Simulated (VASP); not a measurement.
Set up this calculation in VASP 6.6.1, as the native input.

```yaml
Task: single point
Functional: PBE
Potentials_or_basis: VASP PAW PBE potentials, release 64 (C)
Cutoff: 520 eV
k_mesh: 12 × 12 × 3
Occupations: fermi-dirac, width 0.05 eV
Spin: no spin polarisation
Dipole_correction: no
Further_INCAR_settings: ALGO = Normal; EDIFF = 1e-06; NBANDS = 36
```

The structure of C lies in POSCAR:

```
C
1.0
    2.5715654994      0.0000000000      0.0000000000
   -1.2857827497      2.2270410500      0.0000000000
    0.0000000000      0.0000000000     12.5980301500
C
12
Direct
    0.6666666667      0.3333333333      0.3541700000
    0.3333333333      0.6666666667      0.8541700000
    0.6666666667      0.3333333333      0.1458300000
    0.3333333333      0.6666666667      0.6458300000
    0.6666666667      0.3333333333      0.4791700000
    0.3333333333      0.6666666667      0.9791700000
    0.6666666667      0.3333333333      0.0208300000
    0.3333333333      0.6666666667      0.5208300000
    0.0000000000      0.0000000000      0.8125000000
    0.0000000000      0.0000000000      0.3125000000
    0.0000000000      0.0000000000      0.6875000000
    0.0000000000      0.0000000000      0.1875000000
```

The input as run:

INCAR

```
PREC = Accurate
ENCUT = 520
EDIFF = 1E-6
ISMEAR = -1
SIGMA = 0.05
LREAL = False
LASPH = True
NELM = 100
ALGO = Normal
ISIF = 2
LWAVE = False
LCHARG = False
GGA = PE
NBANDS = 36
```

KPOINTS

```
regular mesh
0
Gamma
  12 12 3
```

Potentials or basis: VASP PAW PBE potentials, release 64 (C).

Command:

```sh
$ cat potpaw_PBE.64/C/POTCAR > POTCAR
$ mpirun -np 1 vasp_std > vasp.out
```

Results of the run:

```yaml
Pressure: -20.5 GPa
Largest_force: 0.301 eV/Å
Band_gap_on_the_k_mesh: 4.23 eV (least direct gap 5.16 eV)
```

Caveat: the cell stands under tension; an odd mesh through Γ misses points on the zone boundary, where band edges can lie.

It took 57 s on 1 thread of AMD EPYC 9R45 96-Core Processor (Zen 5) (shared host), peak memory 0.18 GiB.
